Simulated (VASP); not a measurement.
Runs of VASP 6.6.1 on ZnS. The structure is that of space group P6_3mc (No. 186), or close to it. The cells are those of the table. 

```csv
task,level,potentials or basis,cell,cutoff (eV),gap on the mesh (eV),pressure (GPa),relaxed volume (Å³/atom)
single point,r2SCAN,"VASP PAW PBE potentials, release 64 (Zn, S)","a = 3.805, b = 3.805, c = 6.244 Å, angles 90.0, 90.0, 120.0°, 4 atoms",520,(b),0.1,-
single point,LDA,"VASP PAW LDA potentials, release 64 (Zn, S)","a = 3.738, b = 3.738, c = 6.143 Å, angles 90.0, 90.0, 120.0°, 4 atoms",520,2.23,0.2,-
relaxation of cell and atoms,PBEsol,"VASP PAW PBE potentials, release 64 (Zn, S)","relaxed from a = 3.846, b = 3.846, c = 6.304 Å, angles 90.0, 90.0, 120.0°, 4 atoms",600,(a),0.0,(c)
single point,PBEsol,"VASP PAW PBE potentials, release 64 (Zn, S)","a = 3.782, b = 3.782, c = 6.208 Å, angles 90.0, 90.0, 120.0°, 4 atoms",520,2.16,0.2,-
relaxation of cell and atoms,LDA,"VASP PAW LDA potentials, release 64 (Zn, S)","relaxed from a = 3.846, b = 3.846, c = 6.304 Å, angles 90.0, 90.0, 120.0°, 4 atoms",600,2.21,0.0,18.64
```

Alike in all rows: no spin polarisation; k mesh 12 × 12 × 4; smearing fermi-dirac 0.02 eV.

Task: Estimate the missing entries.

Result: (a) 2.15; (b) 2.79; (c) 19.28.

Caveats: the PAW data sets were made with another functional, which shifts forces and pressure a little (at least some runs).

A k mesh can miss the band edges.
